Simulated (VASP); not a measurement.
Na, 1 atom in the cell. It takes space group Im-3m (No. 229, cubic). Conventional cell: a = 4.178 Å, b = 4.178 Å, c = 4.178 Å, α = 90.00°, β = 90.00°, γ = 90.00°. Within 4.8 Å of Na (site symmetry m-3m) lie 14 Na at 3.62 to 4.18 Å.  This cell differs from its parent crystal: volume scaled by 0.96.

```yaml
Program: VASP 6.6.1
Task: electric field gradients
Functional: PBEsol
Potentials_or_basis: VASP PAW PBE potentials, release 64 (Na_pv)
Cutoff: 520 eV
k_mesh: 11 × 11 × 11
Occupations: fermi-dirac, width 0.03 eV
Spin: no spin polarisation
Dipole_correction: no
Further_INCAR_settings: ALGO = Normal; EDIFF = 1e-08; NBANDS = 10
```

Potentials or basis: VASP PAW PBE potentials, release 64 (Na_pv).

Command:

```bash
$ cat potpaw_PBE.64/Na_pv/POTCAR > POTCAR
$ mpirun -np 1 vasp_std > vasp.out
```

Hardware: 1 thread of Intel Xeon 6975P-C, on a shared host.

Question: How long does it take, and how much memory?

Answer: It took 12 s on 1 thread of Intel Xeon 6975P-C, on a shared host, peak memory 0.15 GiB. Counts: scf iterations 11, k points 56.
